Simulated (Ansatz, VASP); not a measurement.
**One calculation of Ta3H, two programs**

Contents of INCAR:

```
SYSTEM = Ta3H
  PREC = Accurate
  ENCUT = 520
  EDIFF = 1E-7
  ISMEAR = 0
  SIGMA = 0.1
  LREAL = .FALSE.
  LASPH = .TRUE.
  NELM = 60
  ALGO = Normal
  ISIF = 2
  LWAVE = .FALSE.
  LCHARG = .TRUE.
  LDIPOL = .TRUE.
  IDIPOL = 3
  DIPOL = 0.5 0.5 0.323
  GGA = CA
  LELF = .TRUE.
  LVHAR = .TRUE.
  LVACPOTAV = .TRUE.
  NBANDS = 44
```

KPOINTS

```
regular mesh
0
G
  6 6 1
  0 0 0
```

Contents of POSCAR:

```
Ta3H
1.0
    4.6002247492      0.0000000000      0.0000000000
   -2.3001123746      3.9839114959      0.0000000000
    0.0000000000      0.0000000000     22.4017722044
Ta H
6 2
Direct
    0.6666666667      0.3333333333      0.1785573018
    0.3333333333      0.6666666667      0.2204743848
    0.0000000000      0.0000000000      0.2623914678
    0.6666666667      0.3333333333      0.3016814391
    0.3333333333      0.6666666667      0.3385386112
    0.0000000000      0.0000000000      0.3750494438
    0.2626846112      0.6666666667      0.4522754768
    0.4039820555      0.6666666667      0.4522754768
```

Input for Ansatz:

```yaml
crystal:
  lattice:
    - [4.6002247492, 0.0, 0.0]
    - [-2.3001123746, 3.9839114959, 0.0]
    - [0.0, 0.0, 22.4017722044]
  atoms:
    - { symbol: Ta, position: [0.6666666667, 0.3333333333, 0.1785573018] }
    - { symbol: Ta, position: [0.3333333333, 0.6666666667, 0.2204743848] }
    - { symbol: Ta, position: [0.0, 0.0, 0.2623914678] }
    - { symbol: Ta, position: [0.6666666667, 0.3333333333, 0.3016814391] }
    - { symbol: Ta, position: [0.3333333333, 0.6666666667, 0.3385386112] }
    - { symbol: Ta, position: [0.0, 0.0, 0.3750494438] }
    - { symbol: H, position: [0.2626846112, 0.6666666667, 0.4522754768] }
    - { symbol: H, position: [0.4039820555, 0.6666666667, 0.4522754768] }
basis:
  ecutwfc: 420
kpoints:
  mp_grid: { grid: [6, 6, 1] }
hamiltonian:
  xc: lda
  pseudopotentials: { kind: paw, azcp: { folder: soft_1 } }
scf:
  occupations: { method: gaussian, width: 0.1 }
output:
  forces: true
  eigenvalues: true
efield:
  axis: 3
  dipole_correction: true
  ramp_width: 0.04
```

Alike in both runs: task single point; functional LDA; k mesh 6 × 6 × 1; occupations gaussian, width 0.1 eV; no spin polarisation.

|  | VASP | Ansatz |
| --- | --- | --- |
| version | VASP 6.6.1 | Ansatz 0.2.0 |
| potentials or method | VASP PAW LDA potentials, release 64 (Ta_pv, H), cutoff 520 eV | scalar-relativistic, plane waves, PAW |
| valence electrons in the cell | 68 | 80 |

|  | VASP | Ansatz | Ansatz less VASP |
| --- | --- | --- | --- |
| gap on the k mesh at the Fermi level (eV) | none | none | - |
| rms of the force components (eV/Å) | 1.925 | 1.911 | -0.0139 |
| work function, face that differs most (eV) | 3.22 | 3.21 | -0.006 |

Ansatz warns that its potentials were made for another functional, while VASP's fit it. LDA's correlation is that of Perdew and Zunger in VASP and of Perdew and Wang (1992) in Ansatz. Atom by atom the forces differ by 0.029 eV/Å (rms over components). A gap of «none» marks a metal or a gap that the smearing closes. VASP's potentials hold 68 valence electrons a cell and Ansatz's 80, so a difference there can come from the potentials and not from the codes. Ansatz's warnings: vacuum below fermi.

Spin-orbit coupling is off throughout.
